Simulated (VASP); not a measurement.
A run of VASP 6.6.1 is set up as follows.

File INCAR:

```
SYSTEM = Al
PREC = Accurate
ENCUT = 520
EDIFF = 1E-6
ISMEAR = -1
SIGMA = 0.05
LREAL = .False.
LASPH = .True.
NELM = 100
ALGO = Normal
ISIF = 2
LWAVE = .False.
LCHARG = .True.
GGA = PE
LELF = .True.
LVHAR = .True.
NBANDS = 10
```

KPOINTS

```
regular mesh
0
Gamma
  12 12 12
  0 0 0
```

Contents of POSCAR:

```
Al
1.0
    0.0000000000      2.9205635342      2.9205635342
    2.9205635342      0.0000000000      2.9205635342
    2.9205635342      2.9205635342      0.0000000000
Al
2
Direct
   -0.1250000000     -0.1250000000     -0.1250000000
    0.1250000000      0.1250000000      0.1250000000
```

Potentials or basis: VASP PAW PBE potentials, release 64 (Al).

Launch:

```console
$ cat potpaw_PBE.64/Al/POTCAR > POTCAR
$ mpirun -np 1 vasp_std > vasp.out
```

Task: Estimate the pressure.

Result: 4.9 GPa.

Task: What does it give for the band gap on the k mesh?

Result: Zero (band 3 reaches 5.77 eV, above the bottom of band 4 at 1.89 eV).
